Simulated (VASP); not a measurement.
A run of VASP 6.6.1 is set up as follows.

The input INCAR:

```
PREC = Accurate
ENCUT = 520
EDIFF = 1E-8
ISMEAR = 0
SIGMA = 0.01
LREAL = False
LASPH = True
NELM = 60
ALGO = Normal
ISIF = 2
LWAVE = False
LCHARG = False
METAGGA = R2SCAN
LMIXTAU = True
LCALCEPS = True
```

File KPOINTS:

```
regular mesh
0
Gamma
  6 6 6
```

Contents of POSCAR:

```
GaP
1.0
    0.0000000000      2.7253992874      2.6436373088
    2.7253992874      0.0000000000      2.6436373088
    2.7253992874      2.7253992874      0.0000000000
Ga P
1 1
Direct
    0.0000000000      0.0000000000      0.0000000000
    0.2500000000      0.2500000000      0.2500000000
```

Potentials or basis: VASP PAW PBE potentials, release 64 (Ga_d, P).

Run with:

```bash
$ cat potpaw_PBE.64/Ga_d/POTCAR potpaw_PBE.64/P/POTCAR > POTCAR
$ mpirun -np 1 vasp_std > vasp.out
```

(1) Predict the electronic dielectric tensor (diagonal).

(2) What does it give for the Born charges (mean of the diagonal)?

(3) What does it give for the band gap on the k mesh?

## Answers

(1) 9.01, 9.01, 8.72.

(2) Ga +2.12; P -2.12 e.

(3) 1.58 eV (least direct gap 2.49 eV).

Caveat: the cell differs from its parent crystal (uniaxial z strain -3.0%).
